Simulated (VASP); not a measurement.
## Be3ZnSe4: single point with PBE

Crystal: Be3ZnSe4.

```xyz
8
Lattice="3.7473 0.0000 0.0000 -1.8736 3.2452 0.0000 0.0000 0.0000 12.4117" Properties=species:S:1:pos:R:3 pbc="T T T"
Be    1.8736    1.0817    0.1556
Be    1.8736    1.0817    6.1166
Be    0.0000    0.0000    3.1416
Zn    0.0000    0.0000    9.3858
Se    1.8736    1.0817    2.4070
Se    1.8736    1.0817    8.3522
Se    0.0000    0.0000    5.3908
Se    0.0000    0.0000   11.8425
```

- Program: VASP 6.6.1
- Task: single point
- Functional: PBE
- Potentials or basis: VASP PAW PBE potentials, release 64 (Be, Zn, Se)
- Cutoff: 520 eV
- k mesh: 6 × 6 × 2
- Occupations: gaussian, width 0.1 eV
- Spin: no spin polarisation

```json
{
  "Pressure": "0.2 GPa",
  "Largest force": "0.016 eV/Å",
  "Band gap on the k mesh": "2.60 eV, indirect (least direct gap 2.64 eV)"
}
```

Forces on the atoms (eV/Å):
```
Be   0.000  0.000 -0.004
Be   0.000  0.000  0.002
Be   0.000  0.000  0.005
Zn   0.000  0.000  0.010
Se   0.000  0.000 -0.002
Se   0.000  0.000 -0.016
Se   0.000  0.000 -0.004
Se   0.000  0.000  0.009
```

Levels at points of the mesh, in eV from the valence-band top:
```
           k point  band 17  band 18  band 19  band 20  band 21  band 22  band 23  band 24  band 25  band 26
(0.00, 0.00, 0.00)    -0.88    -0.88    -0.62     0.00     0.00     2.64     3.10     3.51     3.73     4.32
(0.50, 0.00, 0.00)    -2.49    -2.43    -2.19    -2.06    -1.12     2.60     2.80     3.21     3.98     4.08
(0.00, 0.00, 0.50)    -1.34    -0.81    -0.81    -0.02    -0.02     3.12     3.23     3.44     3.83     4.36
(0.50, 0.00, 0.50)    -2.64    -2.24    -2.05    -1.88    -1.20     2.64     2.86     2.98     3.46     4.72
```

It took 45 s on 1 thread of Intel(R) Xeon(R) 6975P-C (Granite Rapids), on a shared host, peak memory 0.28 GiB.

A k mesh can miss the band edges. As with any semilocal functional, this PBE gap is likely too small.
